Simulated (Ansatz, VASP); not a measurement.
## One calculation of Mg2C, two programs

```xyz
3
Lattice="0.0000 2.7109 2.7109 2.7109 0.0000 2.7109 2.7109 2.7109 0.0000" Properties=species:S:1:pos:R:3 pbc="T T T"
C     0.0000    0.0000    0.0000
Mg    1.3555    1.3555    1.3555
Mg    4.0664    4.0664    4.0664
```

Alike in both runs: task single point; functional r2SCAN; k mesh 6 × 6 × 6; no spin polarisation.

|  | VASP | Ansatz |
| --- | --- | --- |
| version | VASP 6.6.1 | Ansatz 0.2.0 |
| potentials or method | VASP PAW PBE potentials, release 64 (C, Mg) | plane waves, PAW |
| plane-wave cutoff (eV) | 520 | 500 |
| occupations | gaussian, width 0.01 eV | fixed |
| valence electrons in the cell | 8 | 24 |

|  | VASP | Ansatz | Ansatz less VASP |
| --- | --- | --- | --- |
| gap on the k mesh at the Fermi level (eV) | 1.11 | 1.11 | +0.005 |
| pressure (GPa) | -0.4 | 0.0 | +0.42 |

VASP's potentials were made for PBE, not for r2SCAN. VASP's potentials hold 8 valence electrons a cell and Ansatz's 24, so a difference there can come from the potentials and not from the codes.
